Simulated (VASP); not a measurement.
Wanted: the native input for a VASP 6.6.1 run.

```
Task                   : single point
Functional             : PBE
Potentials or basis    : VASP PAW PBE potentials, release 64 (Ca_sv)
Cutoff                 : 520 eV
k mesh                 : 12 × 12 × 12
Occupations            : fermi-dirac, width 0.05 eV
Spin                   : no spin polarisation
Dipole correction      : no
Further INCAR settings : ALGO = Normal; EDIFF = 1e-06; NBANDS = 17
```

The structure of Ca lies in POSCAR:

```
Ca
1.0
   -2.6266515507      2.6266515507      1.4036851865
    2.6266515507     -2.6266515507      1.4036851865
    2.6266515507      2.6266515507     -1.4036851865
Ca
2
Direct
   -0.3750000000     -0.1250000000     -0.2500000000
    0.3750000000      0.1250000000      0.2500000000
```

One way to write it, as run:

INCAR

```
ALGO     = Normal         # electronic algorithm
EDIFF    = 1E-6           # SCF threshold, eV
ENCUT    = 520            # plane-wave cutoff, eV
GGA      = PE             # functional
ISIF     = 2              # what is computed and relaxed
ISMEAR   = -1             # smearing method
LASPH    = T              # aspherical terms in the spheres
LCHARG   = F              # write CHGCAR
LREAL    = F              # projectors in reciprocal space
LWAVE    = F              # write WAVECAR
NBANDS   = 17             # bands
NELM     = 80             # most SCF steps
PREC     = Accurate       # precision mode
SIGMA    = 0.05           # smearing width, eV
```

KPOINTS

```
k-points
0
Gamma
  12 12 12
```

Potentials or basis: VASP PAW PBE potentials, release 64 (Ca_sv).

Run with:

```sh
$ cat potpaw_PBE.64/Ca_sv/POTCAR > POTCAR
$ mpirun -np 1 vasp_std > vasp.out
```

Results of the run:

```
Pressure               : 35.5 GPa
Band gap on the k mesh : zero (band 10 reaches 6.28 eV, above the bottom of band 11 at 5.54 eV)
```

Wall time 47 s on 1 thread of Intel(R) Xeon(R) 6975P-C (Granite Rapids), on a shared host, peak memory 0.22 GiB.
